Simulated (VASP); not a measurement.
# Ca (I4/mmm) in VASP: notebook

The runs below take Ca through single point, with PBE.

Everything below comes from runs of VASP 6.6.1. Logs are shortened: lines on timing, memory, paths and dates and some standing lists are left out, and cuts for length are marked.

**1. The cell of the first run**

It takes space group I4/mmm (No. 139, tetragonal). Conventional cell: a = 3.952 Å, b = 3.952 Å, c = 5.421 Å, α = 90.00°, β = 90.00°, γ = 90.00°. Ca (site symmetry 4/mmm) has 12 Ca at 3.89 to 3.95 Å within 5.1 Å.

**2. Single point, PBE (strain -0.0300 x Voigt [1, 0, 0, 0, 0, 0])**

INCAR

```
ALGO = Normal ; EDIFF = 1E-7
ENCUT = 520 ; GGA = PE
ISIF = 2 ; ISMEAR = 0
LASPH = True ; LCHARG = False
LREAL = False ; LWAVE = False
NBANDS = 11 ; NELM = 80
PREC = Accurate ; SIGMA = 0.15
```

KPOINTS

```
k-points
0
Gamma
  14 14 14
```

POSCAR

```
Ca
1.0
    0.0000000000      2.7942000000      2.7942000000
    2.7103740000      0.0000000000      2.7942000000
    2.7103740000      2.7942000000      0.0000000000
Ca
1
Direct
    0.0000000000      0.0000000000      0.0000000000
```

Potentials or basis: VASP PAW PBE potentials, release 64 (Ca_sv).

Run with:

```bash
$ cat potpaw_PBE.64/Ca_sv/POTCAR > POTCAR
$ mpirun -np 1 vasp_std > vasp.out
```

OUTCAR:

```text
EDIFF = 1E-7
   ENCUT = 520
   GGA = PE
   ISIF = 2
   ISMEAR = 0
   LASPH = True
   LREAL = False
   NELM = 80
   PREC = Accurate

 ion  position               nearest neighbor table
   1  0.000  0.000  0.000-

  LATTYP: Found a body centered tetragonal cell.
 ALAT       =     3.9515955360
 C/A-ratio  =     1.3717871555

  Lattice vectors:

 A1 = (  -2.7103740000,   0.0000000000,  -2.7942000000)
 A2 = (  -2.7103740000,   0.0000000000,   2.7942000000)
 A3 = (   2.7103740000,   2.7942000000,   0.0000000000)

Analysis of symmetry for initial positions (statically):
=====================================================================
 Subroutine PRICEL returns:
 Original cell was already a primitive cell.

 Routine SETGRP: Setting up the symmetry group for a
 body centered tetragonal supercell.

 Subroutine GETGRP returns: Found 16 space group operations
 (whereof 16 operations were pure point group operations)
 out of a pool of 16 trial point group operations.

The static configuration has the point symmetry D_4h.

Analysis of symmetry for dynamics (positions and initial velocities):
=====================================================================
 Subroutine PRICEL returns:
 Original cell was already a primitive cell.

 Routine SETGRP: Setting up the symmetry group for a
 body centered tetragonal supercell.

 Subroutine GETGRP returns: Found 16 space group operations
 (whereof 16 operations were pure point group operations)
 out of a pool of 16 trial point group operations.

The dynamic configuration has the point symmetry D_4h.

 Subroutine INISYM returns: Found 16 space group operations
 (whereof 16 operations are pure point group operations),
 and found     1 'primitive' translations

----------------------------------------------------------------------------------------

                                     Primitive cell

  volume of cell :      42.3228

  direct lattice vectors                    reciprocal lattice vectors
     0.000000000  2.794200000  2.794200000    -0.184476386  0.178942094  0.178942094
     2.710374000  0.000000000  2.794200000     0.184476386 -0.178942094  0.178942094
     2.710374000  2.794200000  0.000000000     0.184476386  0.178942094 -0.178942094

  length of vectors
     3.951595536  3.892772901  3.892772901     0.313164626  0.313164626  0.313164626

  position of ions in fractional coordinates (direct lattice)
     0.000000000  0.000000000  0.000000000

  ion indices of the primitive-cell ions
   primitive index   ion index
                 1           1

----------------------------------------------------------------------------------------

 KPOINTS: k-points

Automatic generation of k-mesh.
 Grid dimensions read from file:
 generate k-points for:   14   14   14

 Generating k-lattice:

  Cartesian coordinates                     Fractional coordinates (reciprocal lattice)
    -0.013176885  0.012781578  0.012781578     0.071428571  0.000000000  0.000000000
     0.013176885 -0.012781578  0.012781578     0.000000000  0.071428571  0.000000000
     0.013176885  0.012781578 -0.012781578     0.000000000  0.000000000  0.071428571

  Length of vectors
     0.022368902  0.022368902  0.022368902

  Shift w.r.t. Gamma in fractional coordinates (k-lattice)
     0.000000000  0.000000000  0.000000000

 Subroutine IBZKPT returns following result:
 ===========================================

 Found    244 irreducible k-points:

 Following reciprocal coordinates:
            Coordinates               Weight
  0.000000  0.000000  0.000000      1.000000
  0.071429 -0.000000 -0.000000      8.000000
  0.142857  0.000000  0.000000      8.000000
  0.214286 -0.000000 -0.000000      8.000000
  0.285714  0.000000  0.000000      8.000000
  0.357143 -0.000000 -0.000000      8.000000
[... 16 lines left out ...]
  0.214286  0.142857 -0.000000     16.000000
  0.285714  0.142857  0.000000     16.000000
 [... further k-points ...]
   k-points           NKPTS =    244   k-points in BZ     NKDIM =    244   number of bands    NBANDS=     11
   number of dos      NEDOS =    301   number of ions     NIONS =      1
   total plane-waves  NPLWV =  27000
   dimension x,y,z NGX =    30 NGY =   30 NGZ =   30
   dimension x,y,z NGXF=    60 NGYF=   60 NGZF=   60
   ions per type =               1
   NGX,Y,Z   is equivalent  to a cutoff of  12.62, 12.81, 12.81 a.u.
   NGXF,Y,Z  is equivalent  to a cutoff of  25.24, 25.62, 25.62 a.u.
 SYSTEM =  unknown system
   PREC   = accura    normal or accurate (medium, high low for compatibility)
   ISTART =      0    job   : 0-new  1-cont  2-samecut
   ICHARG =      2    charge: 1-file 2-atom 10-const
   ISPIN  =      1    spin polarized calculation?
   LNONCOLLINEAR =      F non collinear calculations
   LSORBIT =      F    spin-orbit coupling
   LASPH  =      T    aspherical Exc in radial PAW
   ENCUT  =  520.0 eV  38.22 Ry    6.18 a.u.   7.35  7.24  7.24*2*pi/ulx,y,z
   NELM   =     80;   NELMIN=  2; NELMDL= -5     # of ELM steps
   EDIFF  = 0.1E-06   stopping-criterion for ELM
   LREAL  =      F    real-space projection
   EDIFFG = 0.1E-05   stopping-criterion for IOM
   NSW    =      0    number of steps for IOM
   IBRION =     -1    ionic relax: 0-MD 1-quasi-New 2-CG
   NFREE  =      0    steps in history (QN), initial steepest desc. (CG)
   ISIF   =      2    stress and relaxation
   ISYM   =      2    0-nonsym 1-usesym 2-fastsym
   POTIM  = 0.5000    time-step for ionic-motion
   TEBEG  =    0.0;   TEEND  =   0.0 temperature during run
   PSTRESS=    0.0 pullay stress
   NELECT =      10.0000    total number of electrons
   NUPDOWN=      -1.0000    fix difference up-down
   EMIN   =  10.00;   EMAX   =-10.00  energy-range for DOS
   EFERMI =   0.00;   METHOD = LEGACY
   ISMEAR =     0;   SIGMA  =   0.15  broadening in eV -4-tet -1-fermi 0-gaus
   EFERMI_NEDOS =   21; number of points for ismear=-14 and -15
   IALGO  =     38    algorithm
   IMIX   =      4    mixing-type and parameters
     AMIX     =   0.40;   BMIX     =  1.00
     AMIX_MAG =   1.60;   BMIX_MAG =  1.00
  volume/ion in A,a.u.               =      42.32       285.61
  Fermi-wavevector in a.u.,A,eV,Ry     =   1.012084  1.912562 13.936652  1.024315
  Thomas-Fermi vector in A             =   2.145173
   LORBIT       =      0    0 simple, 1 ext, 2 COOP (PROOUT), +10 PAW based schemes
   GGA     = PE    functional components
   LHFCALC =     F    Hartree Fock is set to
   AEXX    =    0.0000 exact exchange contribution
   IVDW    =     0    specifies the selected vdW correction
   LEPSILON=     F    determine dielectric tensor
   LRPA    =     F    only Hartree local field effects (RPA)
 non-spin polarized calculation
 Gauss-broadening in eV      SIGMA  =   0.15
  energy-cutoff  :      520.00
  volume of cell :       42.32
 maximum number of plane-waves:      1166
 NGX is ok and might be reduce to    30
   NGX = 15   NGY = 15   NGZ = 15

 number of electron      10.0000000 magnetization

 number of electron       9.9999999 magnetization

 Free energy of the ion-electron system (eV)
  ---------------------------------------------------
  ext. energy  EPLUGINS =         0.00000000
  ---------------------------------------------------
  free energy    TOTEN  =        -1.93694004 eV

  energy without entropy =       -1.92208953  energy(sigma->0) =       -1.92951479

 E-fermi :   1.9470     XC(G=0):  -7.7266

 val. band max:        1.9438642971   @ k =  -0.2143   0.4286   0.3571
 cond. band min:       1.9499717092   @ k =  -0.2143   0.4286   0.2857
 fundamental gap:      0.0061074121
 Fermi energy:         1.9469986597

 k-point     1 :       0.0000    0.0000    0.0000
  band No.  band energies     occupation
      1     -40.0751      2.00000
      2     -20.9933      2.00000
      3     -20.9933      2.00000
      4     -20.9907      2.00000
      5      -2.0719      2.00000
      6       4.2406      0.00000
      7       4.2406      0.00000
      8       4.3729      0.00000
      9       5.2589      0.00000
     10       5.4297      0.00000
     11      11.0624      0.00000

 k-point     2 :       0.0714   -0.0000   -0.0000
  band No.  band energies     occupation
      1     -40.0744      2.00000
      2     -20.9995      2.00000
      3     -20.9944      2.00000
      4     -20.9922      2.00000
      5      -1.9846      2.00000
      6       4.1728      0.00000
      7       4.2732      0.00000
      8       4.3802      0.00000
      9       5.2331      0.00000
     10       5.3970      0.00000
     11      11.1679      0.00000

 k-point     3 :       0.1429    0.0000    0.0000
  band No.  band energies     occupation
      1     -40.0725      2.00000
      2     -21.0186      2.00000
      3     -20.9975      2.00000
      4     -20.9946      2.00000
      5      -1.7272      2.00000
      6       3.9302      0.00000
      7       4.3434      0.00000
      8       4.4474      0.00000
      9       5.1937      0.00000
     10       5.3319      0.00000
     11      10.9888      0.00000

 k-point     4 :       0.2143   -0.0000   -0.0000
  band No.  band energies     occupation
      1     -40.0699      2.00000
      2     -21.0461      2.00000
      3     -21.0019      2.00000
      4     -20.9978      2.00000
      5      -1.3129      2.00000
      6       3.5717      0.00000
      7       4.3686      0.00000
      8       4.4986      0.00000
      9       5.2452      0.00000
     10       5.3307      0.00000
     11       9.8737      0.00000
[... 239 lines left out ...]
 k-point    22 :       0.1429    0.1429    0.0000
  band No.  band energies     occupation
      1     -40.0718      2.00000
      2     -21.0184      2.00000
      3     -21.0014      2.00000
      4     -21.0006      2.00000
      5      -1.6230      2.00000
      6       3.8290      0.00000
      7       4.4452      0.00000
      8       4.5457      0.00000
      9       4.8474      0.00000
     10       5.4999      0.00000
     11      11.5957      0.00000

 k-point    23 :       0.2143    0.1429   -0.0000
  band No.  band energies     occupation
      1     -40.0698      2.00000
      2     -21.0358      2.00000
      3     -21.0056      2.00000
      4     -21.0048      2.00000
      5      -1.3235      2.00000
      6       3.6117      0.00000
      7       4.4500      0.00000
      8       4.6002      0.00000
      9       4.7919      0.00000
     10       5.5520      0.00000
     11      10.8706      0.00000

 k-point    24 :       0.2857    0.1429    0.0000
  band No.  band energies     occupation
      1     -40.0673      2.00000
      2     -21.0600      2.00000
      3     -21.0106      2.00000
      4     -21.0093      2.00000
      5      -0.8768      2.00000
      6       3.3265      0.00000
      7       4.2065      0.00000
      8       4.6338      0.00000
      9       5.0302      0.00000
     10       5.6590      0.00000
     11       9.6686      0.00000

 [... further k-points ...]

------------------------ aborting loop because EDIFF is reached ----------------------------------------

  FORCE on cell =-STRESS in cart. coord.  units (eV):
  Direction    XX          YY          ZZ          XY          YZ          ZX
  --------------------------------------------------------------------------------------
  -------------------------------------------------------------------------------------
  Total        0.0230117     -0.0292526     -0.0292526      0.0000000      0.0000000     -0.0000000
  in kB        0.8711353     -1.1073907     -1.1073907      0.0000000      0.0000000     -0.0000000
  external PRESSURE =      -0.4478820 kB  Pullay stress =       0.0000000 kB

 VOLUME and BASIS-vectors are now :
 -----------------------------------------------------------------------------
  energy-cutoff  :      520.00
  volume of cell :       42.32
      direct lattice vectors                 reciprocal lattice vectors
     0.000000000  2.794200000  2.794200000    -0.184476386  0.178942094  0.178942094
     2.710374000  0.000000000  2.794200000     0.184476386 -0.178942094  0.178942094
     2.710374000  2.794200000  0.000000000     0.184476386  0.178942094 -0.178942094

 POSITION                                       TOTAL-FORCE (eV/Angst)
 -----------------------------------------------------------------------------------
      0.00000      0.00000      0.00000        -0.000000      0.000000      0.000000
 -----------------------------------------------------------------------------------
    total drift:                               -0.000000     -0.000000     -0.000000

  FREE ENERGIE OF THE ION-ELECTRON SYSTEM (eV)
  ---------------------------------------------------
  free  energy   TOTEN  =        -1.9369400448 eV

  energy  without entropy=       -1.9220895303  energy(sigma->0) =       -1.92951479
```

Run time: 40 s. Hardware: 1 thread of AMD EPYC 9R45 (Zen 5), shared host; peak memory 0.22 GiB.

Results:

| Quantity | Value |
| --- | --- |
| Free energy | -1.9369 eV |
| Pressure | 0.0 GPa |
| Band gap on the k mesh | zero (bands 5 and 6 overlap by 0.33 eV) |

Stress tensor (GPa, compression positive):
```
 0.09  0.00  0.00
 0.00 -0.11  0.00
 0.00  0.00 -0.11
```

Levels at points of the mesh, in eV from the Fermi level:
```
           k point  band 2  band 3  band 4  band 5  band 6  band 7  band 8  band 9
(0.00, 0.00, 0.00)  -22.94  -22.94  -22.94   -4.02    2.29    2.29    2.43    3.31
(0.50, 0.00, 0.00)  -23.08  -22.96  -22.95   -0.98   -0.16    2.14    2.31    4.05
(0.50, 0.50, 0.00)  -23.07  -22.99  -22.98   -0.48    0.61    0.86    4.07    4.21
(0.00, 0.50, 0.50)  -23.07  -23.00  -23.00   -0.39    0.54    1.17    4.07    4.27
```

Caveat: the cell differs from its parent crystal (strain -0.0300 x Voigt [1, 0, 0, 0, 0, 0]).

**3. Single point, PBE (strain -0.0150 x Voigt [1, 0, 0, 0, 0, 0])**

INCAR

```
ALGO = Fast
EDIFF = 1E-6
ENCUT = 520
GGA = PE
ISIF = 2
ISMEAR = 0
LASPH = T
LCHARG = F
LREAL = F
LWAVE = F
NBANDS = 11
NELM = 80
PREC = Accurate
SIGMA = 0.15
```

KPOINTS is that of step 2.

POSCAR

```
Ca
1.0
    0.0000000000      2.7942000000      2.7942000000
    2.7522870000      0.0000000000      2.7942000000
    2.7522870000      2.7942000000      0.0000000000
Ca
1
Direct
    0.0000000000      0.0000000000      0.0000000000
```

Potentials or basis: VASP PAW PBE potentials, release 64 (Ca_sv).

Run with:

```bash
$ cat potpaw_PBE.64/Ca_sv/POTCAR > POTCAR
$ mpirun -np 1 vasp_std > vasp.out
```

It took 50 s on 1 thread of AMD EPYC 9R45 (Zen 5), shared host; peak memory 0.22 GiB.

Results (log left out):

```
Free energy            : -1.9367 eV
Pressure               : -0.3 GPa
Band gap on the k mesh : zero (bands 5 and 6 overlap by 0.34 eV)
```

Stress tensor (GPa, compression positive):
```
-0.24  0.00  0.00
 0.00 -0.35  0.00
 0.00  0.00 -0.35
```

Levels at points of the mesh, in eV from the Fermi level:
```tsv
k point	band 1	band 2	band 3	band 4	band 5	band 6	band 7	band 8	band 9	band 10
(0.00, 0.00, 0.00)	-42.06	-22.98	-22.98	-22.98	-3.99	2.29	2.29	2.36	3.32	3.40
(0.50, 0.00, 0.00)	-42.04	-23.11	-23.00	-22.99	-0.98	-0.17	2.16	2.24	4.01	4.05
(0.50, 0.50, 0.00)	-42.04	-23.10	-23.02	-23.02	-0.45	0.60	0.89	4.03	4.18	4.24
(0.00, 0.50, 0.50)	-42.04	-23.10	-23.03	-23.03	-0.41	0.57	1.03	4.02	4.21	4.21
```

Caveat: the cell differs from its parent crystal (strain -0.0150 x Voigt [1, 0, 0, 0, 0, 0]).

**4. Single point, PBE (strain +0.0150 x Voigt [1, 0, 0, 0, 0, 0])**

INCAR

```
SYSTEM = Ca
ALGO     = Normal         ! electronic algorithm
EDIFF    = 1E-6           ! SCF threshold, eV
ENCUT    = 520            ! plane-wave cutoff, eV
GGA      = PE             ! functional
ISIF     = 2              ! what is computed and relaxed
ISMEAR   = 0              ! smearing method
LASPH    = .TRUE.         ! aspherical terms in the spheres
LCHARG   = .FALSE.        ! write CHGCAR
LREAL    = .FALSE.        ! projectors in reciprocal space
LWAVE    = .FALSE.        ! write WAVECAR
NBANDS   = 11             ! bands
NELM     = 100            ! most SCF steps
PREC     = Accurate       ! precision mode
SIGMA    = 0.15           ! smearing width, eV
```

KPOINTS

```
k-points
0
G
  14 14 14
  0 0 0
```

POSCAR

```
Ca
1.0
    0.0000000000      2.7942000000      2.7942000000
    2.8361130000      0.0000000000      2.7942000000
    2.8361130000      2.7942000000      0.0000000000
Ca
1
Direct
    0.0000000000      0.0000000000      0.0000000000
```

Run with:

```bash
$ cat potpaw_PBE.64/Ca_sv/POTCAR > POTCAR
$ mpirun -np 1 vasp_std > vasp.out
```

Run time: 32 s. Hardware: 1 thread of AMD EPYC 9R45 (Zen 5), shared host; peak memory 0.23 GiB.

It converged, with:

| Property | Result |
| --- | --- |
| Free energy | -1.9325 eV |
| Pressure | -0.8 GPa |
| Band gap on the k mesh | zero (bands 5 and 6 overlap by 0.38 eV) |

Stress tensor (GPa, compression positive):
```
-0.86  0.00  0.00
 0.00 -0.74  0.00
 0.00  0.00 -0.74
```

Levels at points of the mesh, in eV from the Fermi level:
| k point | band 1 | band 2 | band 3 | band 4 | band 5 | band 6 | band 7 | band 8 | band 9 | band 10 |
| --- | --- | --- | --- | --- | --- | --- | --- | --- | --- | --- |
| (0.00, 0.00, 0.00) | -42.13 | -23.05 | -23.05 | -23.05 | -3.94 | 2.23 | 2.30 | 2.30 | 3.24 | 3.32 |
| (0.50, 0.00, 0.00) | -42.12 | -23.17 | -23.07 | -23.06 | -0.97 | -0.19 | 2.13 | 2.21 | 3.91 | 3.94 |
| (0.50, 0.50, 0.00) | -42.11 | -23.16 | -23.10 | -23.09 | -0.39 | 0.59 | 0.93 | 3.92 | 4.07 | 4.13 |
| (0.00, 0.50, 0.50) | -42.11 | -23.16 | -23.09 | -23.09 | -0.44 | 0.62 | 0.79 | 3.93 | 4.10 | 4.10 |

Caveat: the cell differs from its parent crystal (strain +0.0150 x Voigt [1, 0, 0, 0, 0, 0]).

**5. The runs side by side**

```csv
cell,gap on the mesh (eV),pressure (GPa)
"a = 3.952, b = 3.893, c = 3.893 Å, angles 61.0, 59.5, 59.5°, 1 atom",none,0.0
"a = 3.952, b = 3.922, c = 3.922 Å, angles 60.5, 59.8, 59.8°, 1 atom",none,-0.3
"a = 3.952, b = 3.981, c = 3.981 Å, angles 59.5, 60.2, 60.2°, 1 atom",none,-0.8
```

Alike in all rows: task single point; level PBE; potentials or basis VASP PAW PBE potentials, release 64 (Ca_sv); no spin polarisation; k mesh 14 × 14 × 14; cutoff (eV) 520; smearing gaussian 0.15 eV.

Absolute energies hang on the potentials; compare differences alone.
